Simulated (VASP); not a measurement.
Wanted: the native input for a VASP 6.6.1 run.

```
Task                   : single point
Functional             : PBE
Potentials or basis    : VASP PAW PBE potentials, release 64 (K_sv, Ir)
Cutoff                 : 520 eV
k mesh                 : 14 × 14 × 14
Occupations            : gaussian, width 0.1 eV
Spin                   : collinear spin
Starting moments       : [0.0, 2.11] μB
Dipole correction      : no
Further INCAR settings : ALGO = Fast; EDIFF = 1e-06; NBANDS = 20
```

The structure of KIr lies in POSCAR:

```
KIr
1.0
    0.0000000000      3.3855056904      3.3855056904
    3.3855056904      0.0000000000      3.3855056904
    3.3855056904      3.3855056904      0.0000000000
K Ir
1 1
Direct
    0.0000000000      0.0000000000      0.0000000000
    0.5000000000      0.5000000000      0.5000000000
```

The cell was built from a structure type or drawn by symmetry, and may not be a known phase.

One way to write it, as run:

INCAR

```
SYSTEM = KIr
PREC = Accurate
ENCUT = 520
EDIFF = 1E-6
ISMEAR = 0
SIGMA = 0.1
LREAL = .False.
LASPH = .True.
NELM = 150
ALGO = Fast
ISIF = 2
LWAVE = .False.
LCHARG = .True.
ISPIN = 2
MAGMOM = 0 2.11
LORBIT = 11
LMAXMIX = 4
GGA = PE
LELF = .True.
LVHAR = .True.
NBANDS = 20
```

KPOINTS

```
regular mesh
0
Gamma
  14 14 14
  0 0 0
```

Potentials or basis: VASP PAW PBE potentials, release 64 (K_sv, Ir).

The run is started by

```console
$ cat potpaw_PBE.64/K_sv/POTCAR potpaw_PBE.64/Ir/POTCAR > POTCAR
$ mpirun -np 1 vasp_std > vasp.out
```

It gave:

```yaml
Pressure: 0.0 GPa
Band_gap_on_the_k_mesh: zero (filled and empty bands overlap)
Net_moment: 2.00 μB per cell
Site_moments: K -0.01; Ir +1.88 μB
Valence_electrons_inside_the_program's_atomic_spheres: K 7.58; Ir 7.67
```

Caveat: spin-orbit coupling is left out, which moves the levels of the heavy elements.

Wall time 3 min on 1 thread of Intel(R) Xeon(R) Platinum 8488C (Sapphire Rapids) (shared host), peak memory 0.42 GiB.
